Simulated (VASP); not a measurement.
# HfNiP2 (P6/mmm) in VASP: further runs, part 2 of 2

VASP 6.6.1. Earlier steps stand in the parts before.

## Step 4: Relaxation of cell and atoms, PBE

INCAR reads:

```
ALGO = Normal
EDIFF = 1E-7
EDIFFG = -0.01
ENCUT = 600
GGA = PE
IBRION = 2
ISIF = 3
ISMEAR = 0
LASPH = T
LCHARG = F
LREAL = F
LWAVE = F
NELM = 100
NSW = 100
PREC = Accurate
SIGMA = 0.1
```

KPOINTS reads:

```
k-points
0
Gamma
  18 18 6
```

POSCAR reads:

```
HfNiP2
1.0
    2.9492585497      0.0000000000      0.0000000000
   -1.4746292749      2.5541328264      0.0000000000
    0.0000000000      0.0000000000      9.3208577019
Hf Ni P
1 1 2
Direct
    0.0000000000      0.0000000000      0.0000000000
    0.0000000000      0.0000000000      0.5000000000
    0.0000000000      0.0000000000      0.7277904263
    0.0000000000      0.0000000000      0.2722095737
```

Potentials or basis: VASP PAW PBE potentials, release 64 (Hf_pv, Ni, P).

Started as:

```
$ cat potpaw_PBE.64/Hf_pv/POTCAR potpaw_PBE.64/Ni/POTCAR potpaw_PBE.64/P/POTCAR > POTCAR
$ mpirun -np 1 vasp_std > vasp.out
```

OUTCAR:

```text
EDIFF = 1E-7
   EDIFFG = -0.01
   ENCUT = 600
   GGA = PE
   IBRION = 2
   ISIF = 3
   ISMEAR = 0
   LASPH = T
   LREAL = F
   NELM = 100
   NSW = 100
   PREC = Accurate

 ion  position               nearest neighbor table
   1  0.000  0.000  0.000-   3 2.54   4 2.54
   2  0.000  0.000  0.500-   3 2.12   4 2.12
   3  0.000  0.000  0.728-   2 2.12   1 2.54
   4  0.000  0.000  0.272-   2 2.12   1 2.54

  LATTYP: Found a hexagonal cell.
 ALAT       =     2.9492585497
 C/A-ratio  =     3.1604071141

  Lattice vectors:

 A1 = (   2.9492585497,   0.0000000000,   0.0000000000)
 A2 = (  -1.4746292749,   2.5541328264,   0.0000000000)
 A3 = (   0.0000000000,   0.0000000000,   9.3208577019)

Analysis of symmetry for initial positions (statically):
=====================================================================
 Subroutine PRICEL returns:
 Original cell was already a primitive cell.

 Routine SETGRP: Setting up the symmetry group for a
 hexagonal supercell.

 Subroutine GETGRP returns: Found 24 space group operations
 (whereof 24 operations were pure point group operations)
[... 171 lines left out ...]

------------------------ aborting loop because EDIFF is reached ----------------------------------------

  FORCE on cell =-STRESS in cart. coord.  units (eV):
  Direction    XX          YY          ZZ          XY          YZ          ZX
  --------------------------------------------------------------------------------------
  -------------------------------------------------------------------------------------
  Total       -0.2332651     -0.2332651      0.2899528      0.0000000     -0.0000000      0.0000000
  in kB       -5.3228981     -5.3228981      6.6164604      0.0000000     -0.0000000      0.0000000
  external PRESSURE =      -1.3431119 kB  Pullay stress =       0.0000000 kB
[... 139 lines left out ...]
--------------------------------------- Ionic step        5  -------------------------------------------

 number of electron      29.9999999 magnetization

 Free energy of the ion-electron system (eV)
  ---------------------------------------------------
  ext. energy  EPLUGINS =         0.00000000
  ---------------------------------------------------
  free energy    TOTEN  =       -24.71072602 eV

  energy without entropy =      -24.69747611  energy(sigma->0) =      -24.70410107

 E-fermi :   6.4579     XC(G=0): -11.0469

 val. band max:        6.4491756259   @ k =   0.2222   0.1667   0.3333
 cond. band min:       6.4601717632   @ k =   0.3333   0.2222   0.5000
 fundamental gap:      0.0109961374
 Fermi energy:         6.4578726998

 k-point     1 :       0.0000    0.0000    0.0000
  band No.  band energies     occupation
      1     -24.2268      2.00000
      2     -23.4998      2.00000
      3     -23.4998      2.00000
      4      -6.6722      2.00000
      5      -6.0649      2.00000
      6      -0.7247      2.00000
[... 505 lines left out ...]
      6       1.1221      2.00000
[... 11 lines left out ...]
     18       7.0413      0.00000
     19       7.7441      0.00000

 [... further k-points ...]
[... 5 lines left out ...]
  --------------------------------------------------------------------------------------
  -------------------------------------------------------------------------------------
  Total       -0.0003674     -0.0003674      0.0366742      0.0000000     -0.0000000      0.0000000
  in kB       -0.0084173     -0.0084173      0.8401239      0.0000000     -0.0000000      0.0000000
  external PRESSURE =       0.2744297 kB  Pullay stress =       0.0000000 kB
[... 19 lines left out ...]
  FREE ENERGIE OF THE ION-ELECTRON SYSTEM (eV)
  ---------------------------------------------------
  free  energy   TOTEN  =       -24.7107260202 eV

  energy  without entropy=      -24.6974761125  energy(sigma->0) =      -24.70410107

 reached required accuracy - stopping structural energy minimisation
```

OSZICAR:

```text
N       E                     dE             d eps       ncg     rms          rms(c)
DAV:   1     0.172910999276E+03    0.17291E+03   -0.15482E+04  5624   0.175E+03
DAV:   2    -0.107110562253E+02   -0.18362E+03   -0.17821E+03  5893   0.368E+02
[... 70 lines left out ...]
DAV:   3    -0.247107638646E+02    0.13377E-01   -0.49597E-02  8766   0.318E+00    0.108E-01
DAV:   4    -0.247108185451E+02   -0.54681E-04   -0.96936E-04  6937   0.251E-01    0.128E-01
DAV:   5    -0.247107296864E+02    0.88859E-04   -0.26028E-04  8233   0.235E-01    0.219E-02
DAV:   6    -0.247107280527E+02    0.16337E-05   -0.88753E-06  6347   0.216E-02    0.152E-02
DAV:   7    -0.247107263322E+02    0.17205E-05   -0.19856E-06  8396   0.125E-02    0.516E-03
DAV:   8    -0.247107259984E+02    0.33373E-06   -0.76667E-07  6373   0.995E-03    0.132E-03
DAV:   9    -0.247107260202E+02   -0.21777E-07   -0.61726E-08  2997   0.229E-03
   5 F= -.24710726E+02 E0= -.24704101E+02  d E =-.134768E-03
```

Wall time 22 min (1 thread of Intel Xeon Platinum 8259CL at 2.50GHz (Skylake/Cascade Lake), shared host); peak memory 0.44 GiB.

Results:

```
Free energy                            : -24.7107 eV
Relaxed volume                         : 17.49 Å³/atom
Relaxed cell                           : a = 2.940 Å, b = 2.940 Å, c = 9.341 Å, α = 90.00°, β = 90.00°, γ = 120.00°
Space group after relaxing (to 0.05 Å) : P6/mmm (No. 191)
Energy gained by relaxing              : 0.3 meV/atom
Ionic steps                            : 5
Pressure after relaxing                : 0.0 GPa
Largest force after relaxing           : 0.003 eV/Å
Band gap on the k mesh                 : zero (band 15 reaches 8.43 eV, above the bottom of band 16 at 5.94 eV)
```

Forces in eV/Å, atoms in the order of the input:
```
Hf   0.000  0.000  0.000
Ni   0.000  0.000  0.000
P    0.000  0.000 -0.003
P    0.000  0.000  0.003
```

Step by step:
| step | energy change (eV) | largest force (eV/Å) | pressure (GPa) | volume (Å³) |
| --- | --- | --- | --- | --- |
| 1 | 0.0000 | 0.0630 | -0.13 | 70.21 |
| 2 | -0.0010 | 0.0250 | -0.25 | 70.06 |
| 3 | -0.0011 | 0.0310 | -0.20 | 70.09 |
| 4 | -0.0012 | 0.0141 | 0.17 | 69.85 |
| 5 | -0.0012 | 0.0033 | 0.03 | 69.94 |

Final structure:
```xyz
4
Lattice="2.9403 0.0000 0.0000 -1.4702 2.5464 0.0000 0.0000 0.0000 9.3413" Properties=species:S:1:pos:R:3 pbc="T T T"
Hf   -1.4702    2.5464    0.0000
Ni   -1.4702    2.5464    4.6706
P     0.0000    0.0000    6.7948
P     1.4702    2.5464    2.5465
```

Caveat: spin-orbit coupling is left out, which moves the levels of the heavy elements. Spin polarisation is off, so any magnetic state and its effect on volume and gap are missing.
